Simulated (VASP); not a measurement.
Input of a VASP 6.6.1 run:

The input INCAR:

```
PREC     = Accurate       # precision mode
ENCUT    = 520            # plane-wave cutoff, eV
EDIFF    = 1E-6           # SCF threshold, eV
ISMEAR   = -1             # smearing method
SIGMA    = 0.08           # smearing width, eV
LREAL    = F              # projectors in reciprocal space
LASPH    = T              # aspherical terms in the spheres
NELM     = 80             # most SCF steps
ALGO     = Normal         # electronic algorithm
ISIF     = 2              # what is computed and relaxed
LWAVE    = F              # write WAVECAR
LCHARG   = T              # write CHGCAR
GGA      = PE             # functional
LELF     = T              # ELF
LVHAR    = T            
NBANDS   = 11             # bands
```

File KPOINTS:

```
regular mesh
0
Gamma
  15 15 15
```

POSCAR

```
MgO
1.0
    2.4692076818      0.0000000000      0.0000000000
    0.0000000000      2.4692076818      0.0000000000
    0.0000000000      0.0000000000      2.4692076818
Mg O
1 1
Direct
    0.0000000000      0.0000000000      0.0000000000
    0.5000000000      0.5000000000      0.5000000000
```

Potentials or basis: VASP PAW PBE potentials, release 64 (Mg, O).

Command:

```sh
$ cat potpaw_PBE.64/Mg/POTCAR potpaw_PBE.64/O/POTCAR > POTCAR
$ mpirun -np 1 vasp_std > vasp.out
```

Predict the pressure.

48.1 GPa.

Predict the band gap on the k mesh.

4.58 eV, indirect (least direct gap 5.80 eV).

 A k mesh can miss the band edges.
